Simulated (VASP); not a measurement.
Write the native input for VASP 6.6.1 that does the following.

```
Task                   : single point
Functional             : r2SCAN
Potentials or basis    : VASP PAW PBE potentials, release 64 (V_sv, I)
Cutoff                 : 520 eV
k mesh                 : 4 × 4 × 4
Occupations            : gaussian, width 0.1 eV
Spin                   : collinear spin, ferromagnetic start
Starting moments       : [3.9, 0.0] μB
Dipole correction      : no
Further INCAR settings : ALGO = Normal; EDIFF = 1e-06; NBANDS = 21
```

Crystal: VI.

```
V I
1.0
     3.68089    0.00000    0.00000
     0.00000    3.68089    0.00000
     0.00000    0.00000    3.68089
V I
1 1
Direct
  0.00000 0.00000 0.00000
  0.50000 0.50000 0.50000
```

The input as run:

POSCAR

```
VI
1.0
    3.6808929160      0.0000000000      0.0000000000
    0.0000000000      3.6808929160      0.0000000000
    0.0000000000      0.0000000000      3.6808929160
V I
1 1
Direct
    0.0000000000      0.0000000000      0.0000000000
    0.5000000000      0.5000000000      0.5000000000
```

INCAR.step1

```
SYSTEM = VI
  PREC = Accurate
  ENCUT = 520
  ISMEAR = 0
  SIGMA = 0.1
  LREAL = .False.
  LASPH = .True.
  NELM = 150
  ISPIN = 2
  MAGMOM = 3.9 0
  LMAXMIX = 4
  NBANDS = 21
  GGA = PE
  ALGO = Normal
  EDIFF = 1E-4
  LWAVE = .True.
  LCHARG = .False.
```

INCAR.step2

```
SYSTEM = VI
  PREC = Accurate
  ENCUT = 520
  EDIFF = 1E-6
  ISMEAR = 0
  SIGMA = 0.1
  LREAL = .False.
  LASPH = .True.
  NELM = 150
  ALGO = Normal
  ISIF = 2
  LWAVE = .False.
  LCHARG = .False.
  ISPIN = 2
  MAGMOM = 3.9 0
  LORBIT = 11
  LMAXMIX = 4
  METAGGA = R2SCAN
  LMIXTAU = .True.
  NBANDS = 21
  ISTART = 1
```

KPOINTS

```
regular mesh
0
Gamma
  4 4 4
  0 0 0
```

Potentials or basis: VASP PAW PBE potentials, release 64 (V_sv, I).

Launch:

```console
$ cat potpaw_PBE.64/V_sv/POTCAR potpaw_PBE.64/I/POTCAR > POTCAR
$ cp INCAR.step1 INCAR
$ mpirun -np 1 vasp_std > vasp.out
$ cp INCAR.step2 INCAR
$ mpirun -np 1 vasp_std > vasp.out
```

Results of the run:

- Pressure: 0.0 GPa
- Net moment: 3.91 μB per cell
- Site moments: V +3.19; I -0.06 μB
- Valence electrons inside the program's atomic spheres: V 11.38; I 4.36

Caveat: the k points lie up to 0.43 Å⁻¹ apart; the PAW data sets were made with another functional, which shifts forces and pressure a little.

It took 2.1 min on 1 thread of Oxide Virtual Turin-like Processor, on a shared host, peak memory 0.16 GiB.
